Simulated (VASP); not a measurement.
# MnO2 (P4_2/mnm) in VASP: further runs

The runs below take MnO2 through single point, with PBE+U.

Program: VASP 6.6.1. These are calculated values, not measurements. Logs are shortened: lines on timing, memory, paths and dates and some standing lists are left out, and cuts for length are marked.

### Step 1. The cell of the first run

It takes space group P4_2/mnm (No. 136, tetragonal). Conventional cell: a = 4.396 Å, b = 4.396 Å, c = 2.871 Å, α = 90.00°, β = 90.00°, γ = 90.00°. Mn (site symmetry mmm) has 6 O at 1.88 to 1.89 Å within 2.5 Å. Within 2.5 Å of O (site symmetry m2m) lie 3 Mn at 1.88 to 1.89 Å and 1 O at 2.46 Å.

### Step 2. Single point, PBE+U, collinear spin, zero start

INCAR

```
PREC = Accurate ; ENCUT = 520
EDIFF = 1E-6 ; ISMEAR = 0
SIGMA = 0.05 ; LREAL = False
LASPH = True ; NELM = 150
ALGO = Normal ; ISIF = 2
LWAVE = False ; LCHARG = False
ISPIN = 2 ; MAGMOM = 0 0 0 0 0 0
LORBIT = 11 ; NUPDOWN = 0.0
LMAXMIX = 4 ; LDAU = True
LDAUTYPE = 2 ; LDAUL = 2 -1
LDAUU = 3.9 0 ; LDAUJ = 0 0
LDAUPRINT = 1 ; GGA = PE
NBANDS = 38
```

KPOINTS

```
Automatic mesh
0
Gamma
  5 5 8
```

POSCAR

```
MnO2
1.0
    4.3960000000      0.0000000000      0.0000000000
    0.0000000000      4.3960000000      0.0000000000
    0.0000000000      0.0000000000      2.8710000000
Mn O
2 4
Direct
    0.0000000000      0.0000000000      0.0000000000
    0.5000000000      0.5000000000      0.5000000000
    0.3020000000      0.3020000000      0.0000000000
    0.1980000000      0.8020000000      0.5000000000
    0.6980000000      0.6980000000      0.0000000000
    0.8020000000      0.1980000000      0.5000000000
```

Potentials or basis: VASP PAW PBE potentials, release 64 (Mn_pv, O).

The run is started by

```
> cat potpaw_PBE.64/Mn_pv/POTCAR potpaw_PBE.64/O/POTCAR > POTCAR
> mpirun -np 1 vasp_std > vasp.out
```

OUTCAR:

```text
PREC = Accurate
   ENCUT = 520
   EDIFF = 1E-6
   ISMEAR = 0
   LREAL = False
   LASPH = True
   NELM = 150
   ISIF = 2
   ISPIN = 2
   LORBIT = 11
   NUPDOWN = 0.0
   GGA = PE

 ion  position               nearest neighbor table
   1  0.000  0.000  0.000-   3 1.88   5 1.88   4 1.89   6 1.89   4 1.89   6 1.89
   2  0.500  0.500  0.500-   4 1.88   6 1.88   5 1.89   3 1.89   3 1.89   5 1.89
   3  0.302  0.302  0.000-   1 1.88   2 1.89   2 1.89
   4  0.198  0.802  0.500-   2 1.88   1 1.89   1 1.89
   5  0.698  0.698  0.000-   1 1.88   2 1.89   2 1.89
   6  0.802  0.198  0.500-   2 1.88   1 1.89   1 1.89

  LATTYP: Found a simple tetragonal cell.
 ALAT       =     4.3960000000
 C/A-ratio  =     0.6530937216

  Lattice vectors:

 A1 = (   4.3960000000,   0.0000000000,   0.0000000000)
 A2 = (   0.0000000000,   4.3960000000,   0.0000000000)
 A3 = (   0.0000000000,   0.0000000000,   2.8710000000)

Analysis of symmetry for initial positions (statically):
=====================================================================
 Subroutine PRICEL returns:
 Original cell was already a primitive cell.

 Routine SETGRP: Setting up the symmetry group for a
 simple tetragonal supercell.

 Subroutine GETGRP returns: Found 16 space group operations
 (whereof  8 operations were pure point group operations)
 out of a pool of 16 trial point group operations.

The static configuration has the point symmetry D_2h.
 The point group associated with its full space group is D_4h.

Analysis of symmetry for dynamics (positions and initial velocities):
=====================================================================
 Subroutine PRICEL returns:
 Original cell was already a primitive cell.

 Routine SETGRP: Setting up the symmetry group for a
 simple tetragonal supercell.

 Subroutine GETGRP returns: Found 16 space group operations
 (whereof  8 operations were pure point group operations)
 out of a pool of 16 trial point group operations.

The dynamic configuration has the point symmetry D_2h.
 The point group associated with its full space group is D_4h.

Analysis of structural, dynamic, and magnetic symmetry:
=====================================================================
 Subroutine PRICEL returns:
 Original cell was already a primitive cell.

 Routine SETGRP: Setting up the symmetry group for a
 simple tetragonal supercell.

 Subroutine GETGRP returns: Found 16 space group operations
 (whereof  8 operations were pure point group operations)
 out of a pool of 16 trial point group operations.

The overall configuration has the point symmetry D_2h.
 The point group associated with its full space group is D_4h.

 Subroutine INISYM returns: Found 16 space group operations
 (whereof  8 operations are pure point group operations),
 and found     1 'primitive' translations

----------------------------------------------------------------------------------------

                                     Primitive cell

  volume of cell :      55.4815

  direct lattice vectors                    reciprocal lattice vectors
     4.396000000  0.000000000  0.000000000     0.227479527  0.000000000  0.000000000
     0.000000000  4.396000000  0.000000000     0.000000000  0.227479527  0.000000000
     0.000000000  0.000000000  2.871000000     0.000000000  0.000000000  0.348310693

  length of vectors
     4.396000000  4.396000000  2.871000000     0.227479527  0.227479527  0.348310693

  position of ions in fractional coordinates (direct lattice)
     0.000000000  0.000000000  0.000000000
     0.500000000  0.500000000  0.500000000
     0.302000000  0.302000000  0.000000000
     0.198000000  0.802000000  0.500000000
     0.698000000  0.698000000  0.000000000
     0.802000000  0.198000000  0.500000000

  ion indices of the primitive-cell ions
   primitive index   ion index
                 1           1
                 2           2
                 3           3
                 4           4
                 5           5
                 6           6

[... 100 lines left out ...]
   GGA     = PE    functional components
   LHFCALC =     F    Hartree Fock is set to
   AEXX    =    0.0000 exact exchange contribution
   IVDW    =     0    specifies the selected vdW correction
   LEPSILON=     F    determine dielectric tensor
   LRPA    =     F    only Hartree local field effects (RPA)
 spin polarized calculation
 Gauss-broadening in eV      SIGMA  =   0.05
  energy-cutoff  :      520.00
  volume of cell :       55.48
 maximum number of plane-waves:      1514
 NGX is ok and might be reduce to    36
   NGX = 17   NGY = 17   NGZ = 11

 number of electron      49.9999997 magnetization      -0.0000001

atom =   1  type =  1  l = 2

 onsite density matrix

spin component  1

  0.5637  0.0000  0.2485  0.0000  0.0000
  0.0000  0.4210  0.0000  0.0931  0.0000
  0.2485  0.0000  0.7616  0.0000  0.0000
  0.0000  0.0931  0.0000  0.4210  0.0000
  0.0000  0.0000  0.0000  0.0000  0.2811

spin component  2

  0.5757  0.0000  0.2116  0.0000 -0.0000
  0.0000  0.4685  0.0000  0.1304  0.0000
  0.2116  0.0000  0.6691  0.0000  0.0000
  0.0000  0.1304  0.0000  0.4685  0.0000
 -0.0000  0.0000  0.0000  0.0000  0.3999

 occupancies and eigenvectors

  o =  0.2811  v =  0.0000 -0.0000 -0.0000  0.0000  1.0000  0.0000  0.0000  0.0000  0.0000  0.0000      0.0000  0.0000  0.0000  0.0000  0.0000  0.0000  0.0000  0.0000  0.0000  0.0000
  o =  0.3279  v =  0.0000  0.7071  0.0000 -0.7071  0.0000  0.0000  0.0000  0.0000  0.0000  0.0000      0.0000  0.0000  0.0000  0.0000  0.0000  0.0000  0.0000  0.0000  0.0000  0.0000
  o =  0.3381  v =  0.0000  0.0000  0.0000  0.0000  0.0000  0.0000 -0.7071 -0.0000  0.7071 -0.0000      0.0000  0.0000  0.0000  0.0000  0.0000  0.0000  0.0000  0.0000  0.0000  0.0000
  o =  0.3951  v = -0.8276  0.0000  0.5613  0.0000  0.0000  0.0000  0.0000  0.0000  0.0000  0.0000      0.0000  0.0000  0.0000  0.0000  0.0000  0.0000  0.0000  0.0000  0.0000  0.0000
  o =  0.3999  v =  0.0000  0.0000  0.0000  0.0000  0.0000  0.0000 -0.0000  0.0000  0.0000  1.0000      0.0000  0.0000  0.0000  0.0000  0.0000  0.0000  0.0000  0.0000  0.0000  0.0000
  o =  0.4057  v =  0.0000  0.0000  0.0000  0.0000  0.0000 -0.7796  0.0000  0.6263  0.0000 -0.0000      0.0000  0.0000  0.0000  0.0000  0.0000  0.0000  0.0000  0.0000  0.0000  0.0000
  o =  0.5142  v =  0.0000 -0.7071  0.0000 -0.7071 -0.0000  0.0000  0.0000  0.0000  0.0000  0.0000      0.0000  0.0000  0.0000  0.0000  0.0000  0.0000  0.0000  0.0000  0.0000  0.0000
  o =  0.5988  v =  0.0000  0.0000  0.0000  0.0000  0.0000  0.0000 -0.7071  0.0000 -0.7071  0.0000      0.0000  0.0000  0.0000  0.0000  0.0000  0.0000  0.0000  0.0000  0.0000  0.0000
  o =  0.8391  v =  0.0000  0.0000  0.0000  0.0000  0.0000 -0.6263  0.0000 -0.7796  0.0000  0.0000      0.0000  0.0000  0.0000  0.0000  0.0000  0.0000  0.0000  0.0000  0.0000  0.0000
  o =  0.9301  v = -0.5613  0.0000 -0.8276  0.0000 -0.0000  0.0000  0.0000  0.0000  0.0000  0.0000      0.0000  0.0000  0.0000  0.0000  0.0000  0.0000  0.0000  0.0000  0.0000  0.0000

atom =   2  type =  1  l = 2

 onsite density matrix

spin component  1

  0.5637  0.0000 -0.2485  0.0000 -0.0000
  0.0000  0.4210  0.0000 -0.0931  0.0000
 -0.2485  0.0000  0.7616  0.0000  0.0000
  0.0000 -0.0931  0.0000  0.4210  0.0000
 -0.0000  0.0000  0.0000  0.0000  0.2811

spin component  2

  0.5757  0.0000 -0.2116  0.0000 -0.0000
  0.0000  0.4685  0.0000 -0.1304  0.0000
 -0.2116  0.0000  0.6691  0.0000  0.0000
  0.0000 -0.1304  0.0000  0.4685  0.0000
 -0.0000  0.0000  0.0000  0.0000  0.3999

 occupancies and eigenvectors

  o =  0.2811  v =  0.0000 -0.0000  0.0000  0.0000 -1.0000  0.0000  0.0000  0.0000  0.0000  0.0000      0.0000  0.0000  0.0000  0.0000  0.0000  0.0000  0.0000  0.0000  0.0000  0.0000
  o =  0.3279  v =  0.0000 -0.7071  0.0000 -0.7071  0.0000  0.0000  0.0000  0.0000  0.0000  0.0000      0.0000  0.0000  0.0000  0.0000  0.0000  0.0000  0.0000  0.0000  0.0000  0.0000
  o =  0.3381  v =  0.0000  0.0000  0.0000  0.0000  0.0000  0.0000 -0.7071  0.0000 -0.7071  0.0000      0.0000  0.0000  0.0000  0.0000  0.0000  0.0000  0.0000  0.0000  0.0000  0.0000
  o =  0.3951  v = -0.8276 -0.0000 -0.5613  0.0000 -0.0000  0.0000  0.0000  0.0000  0.0000  0.0000      0.0000  0.0000  0.0000  0.0000  0.0000  0.0000  0.0000  0.0000  0.0000  0.0000
  o =  0.3999  v =  0.0000  0.0000  0.0000  0.0000  0.0000  0.0000 -0.0000  0.0000  0.0000 -1.0000      0.0000  0.0000  0.0000  0.0000  0.0000  0.0000  0.0000  0.0000  0.0000  0.0000
  o =  0.4057  v =  0.0000  0.0000  0.0000  0.0000  0.0000 -0.7796  0.0000 -0.6263  0.0000 -0.0000      0.0000  0.0000  0.0000  0.0000  0.0000  0.0000  0.0000  0.0000  0.0000  0.0000
  o =  0.5142  v =  0.0000 -0.7071  0.0000  0.7071  0.0000  0.0000  0.0000  0.0000  0.0000  0.0000      0.0000  0.0000  0.0000  0.0000  0.0000  0.0000  0.0000  0.0000  0.0000  0.0000
  o =  0.5988  v =  0.0000  0.0000  0.0000  0.0000  0.0000  0.0000 -0.7071  0.0000  0.7071  0.0000      0.0000  0.0000  0.0000  0.0000  0.0000  0.0000  0.0000  0.0000  0.0000  0.0000
  o =  0.8391  v =  0.0000  0.0000  0.0000  0.0000  0.0000 -0.6263  0.0000  0.7796  0.0000  0.0000      0.0000  0.0000  0.0000  0.0000  0.0000  0.0000  0.0000  0.0000  0.0000  0.0000
  o =  0.9301  v = -0.5613  0.0000  0.8276  0.0000  0.0000  0.0000  0.0000  0.0000  0.0000  0.0000      0.0000  0.0000  0.0000  0.0000  0.0000  0.0000  0.0000  0.0000  0.0000  0.0000

 number of electron      49.9999998 magnetization       0.0000001

 Free energy of the ion-electron system (eV)
  ---------------------------------------------------
  ext. energy  EPLUGINS =         0.00000000
  ---------------------------------------------------
  free energy    TOTEN  =       -37.61746984 eV

  energy without entropy =      -37.60973362  energy(sigma->0) =      -37.61360173

 E-fermi :   4.8620     XC(G=0): -12.0560

 val. band max:        5.2473839721   @ k =   0.4000   0.4000   0.3750
 cond. band min:       4.8816272853   @ k =   0.4000   0.0000   0.3750
 fundamental gap:     -0.3657566868
 Fermi energy:         5.2535262960

 spin component 1

 k-point     1 :       0.0000    0.0000    0.0000
  band No.  band energies     occupation
      1     -43.9734      1.00000
      2     -43.9734      1.00000
      3     -43.1501      1.00000
      4     -43.1501      1.00000
      5     -42.9791      1.00000
      6     -42.9697      1.00000
[... 1913 lines left out ...]
     36      19.2814      0.00000
     37      20.5541      0.00000

 [... further k-points ...]

 [bands above 37 left out]

------------------------ aborting loop because EDIFF is reached ----------------------------------------

  FORCE on cell =-STRESS in cart. coord.  units (eV):
  Direction    XX          YY          ZZ          XY          YZ          ZX
  --------------------------------------------------------------------------------------
  -------------------------------------------------------------------------------------
  Total       -1.4983162     -1.4983162      2.0499595     -0.0000000      0.0000000      0.0000000
  in kB      -43.2678688    -43.2678688     59.1980354     -0.0000000      0.0000000      0.0000000
  external PRESSURE =      -9.1125674 kB  Pullay stress =       0.0000000 kB

 VOLUME and BASIS-vectors are now :
 -----------------------------------------------------------------------------
  energy-cutoff  :      520.00
  volume of cell :       55.48
      direct lattice vectors                 reciprocal lattice vectors
     4.396000000  0.000000000  0.000000000     0.227479527  0.000000000  0.000000000
     0.000000000  4.396000000  0.000000000     0.000000000  0.227479527  0.000000000
     0.000000000  0.000000000  2.871000000     0.000000000  0.000000000  0.348310693

 POSITION                                       TOTAL-FORCE (eV/Angst)
 -----------------------------------------------------------------------------------
      0.00000      0.00000      0.00000         0.000000      0.000000     -0.000000
      2.19800      2.19800      1.43550         0.000000      0.000000     -0.000000
      1.32759      1.32759      0.00000        -0.363156     -0.363156     -0.000000
      0.87041      3.52559      1.43550         0.363156     -0.363156     -0.000000
      3.06841      3.06841      0.00000         0.363156      0.363156      0.000000
      3.52559      0.87041      1.43550        -0.363156      0.363156      0.000000
 -----------------------------------------------------------------------------------
    total drift:                                0.000000      0.000000      0.000000

  FREE ENERGIE OF THE ION-ELECTRON SYSTEM (eV)
  ---------------------------------------------------
  free  energy   TOTEN  =       -37.6174698374 eV

  energy  without entropy=      -37.6097336163  energy(sigma->0) =      -37.61360173

 total charge

# of ion       s       p       d       tot
------------------------------------------
    1        0.354   6.456   4.993  11.804
    2        0.354   6.456   4.993  11.804
    3        1.573   3.430   0.000   5.003
    4        1.573   3.430   0.000   5.003
    5        1.573   3.430   0.000   5.003
    6        1.573   3.430   0.000   5.003
--------------------------------------------------
tot          7.002  26.633   9.987  43.621

 magnetization (x)

# of ion       s       p       d       tot
------------------------------------------
    1       -0.002   0.001  -0.133  -0.134
    2       -0.002   0.001  -0.133  -0.134
    3        0.001   0.060   0.000   0.061
    4        0.001   0.060   0.000   0.061
    5        0.001   0.060   0.000   0.061
    6        0.001   0.060   0.000   0.061
--------------------------------------------------
tot          0.000   0.242  -0.266  -0.023
```

Run time: 1.9 min. Hardware: 1 thread of Intel Xeon 6975P-C (Granite Rapids), shared host; peak memory 0.24 GiB.

What came out:

```yaml
Free_energy: -37.6175 eV
Pressure: -0.9 GPa
Largest_force: 0.514 eV/Å
Net_moment: 0.00 μB per cell
Site_moments: Mn -0.13; O +0.06 μB
Valence_electrons_inside_the_program's_atomic_spheres: Mn 11.80; O 5.00
```

Forces on the atoms (eV/Å):
```
Mn   0.000  0.000  0.000
Mn   0.000  0.000  0.000
O   -0.363 -0.363  0.000
O    0.363 -0.363  0.000
O    0.363  0.363  0.000
O   -0.363  0.363  0.000
```

Stress tensor (GPa, compression positive):
```
-4.33  0.00  0.00
 0.00 -4.33  0.00
 0.00  0.00  5.92
```

Eigenvalues of the final occupation matrices:
```csv
site,spin,trace,eigenvalues
site 1 d,1,2.45,0.28 0.33 0.40 0.51 0.93
site 1 d,2,2.58,0.34 0.40 0.41 0.60 0.84
site 2 d,1,2.45,0.28 0.33 0.40 0.51 0.93
site 2 d,2,2.58,0.34 0.40 0.41 0.60 0.84
```

Caveat: the total moment is fixed, so each spin has its own Fermi level.

### Step 3. Single point, PBE+U, collinear spin, ferromagnetic start

INCAR

```
SYSTEM = MnO2
  PREC = Accurate
  ENCUT = 520
  EDIFF = 1E-6
  ISMEAR = 0
  SIGMA = 0.05
  LREAL = .FALSE.
  LASPH = .TRUE.
  NELM = 150
  ALGO = Normal
  ISIF = 2
  LWAVE = .FALSE.
  LCHARG = .TRUE.
  ISPIN = 2
  MAGMOM = 2 2 0 0 0 0
  LORBIT = 11
  NUPDOWN = 4.0
  LMAXMIX = 4
  LDAU = .TRUE.
  LDAUTYPE = 2
  LDAUL = 2 -1
  LDAUU = 3.9 0
  LDAUJ = 0 0
  LDAUPRINT = 1
  GGA = PE
  LELF = .TRUE.
  LVHAR = .TRUE.
  NBANDS = 38
```

KPOINTS

```
Automatic mesh
0
G
  5 5 8
  0 0 0
```

POSCAR is that of step 2.

Potentials or basis: VASP PAW PBE potentials, release 64 (Mn_pv, O).

The run is started by

```
> cat potpaw_PBE.64/Mn_pv/POTCAR potpaw_PBE.64/O/POTCAR > POTCAR
> mpirun -np 1 vasp_std > vasp.out
```

Wall time 69 s (1 thread of Intel Xeon 6975P-C (Granite Rapids), shared host); peak memory 0.24 GiB.

The run converged. Its results:

| Property | Result |
| --- | --- |
| Free energy | -40.4081 eV |
| Pressure | 7.5 GPa |
| Largest force | 0.468 eV/Å |
| Net moment | 4.00 μB per cell |
| Site moments | Mn +2.20; O -0.10 μB |
| Valence electrons inside the program's atomic spheres | Mn 11.74; O 5.03 |

Forces on the atoms (eV/Å):
```
Mn   0.000  0.000  0.000
Mn   0.000  0.000  0.000
O    0.331  0.331  0.000
O   -0.331  0.331  0.000
O   -0.331 -0.331  0.000
O    0.331 -0.331  0.000
```

Stress tensor (GPa, compression positive):
```
7.91 0.00 0.00
0.00 7.91 0.00
0.00 0.00 6.79
```

Eigenvalues of the final occupation matrices:
```tsv
site	spin	trace	eigenvalues
site 1 d	1	3.55	0.44 0.44 0.78 0.93 0.95
site 1 d	2	1.40	0.06 0.12 0.30 0.33 0.58
site 2 d	1	3.55	0.44 0.44 0.78 0.93 0.95
site 2 d	2	1.40	0.06 0.12 0.30 0.33 0.58
```

Caveat: the cell stands under pressure; the total moment is fixed, so each spin has its own Fermi level; only a ferromagnetic start was run, and an antiferromagnetic order may lie lower in energy.
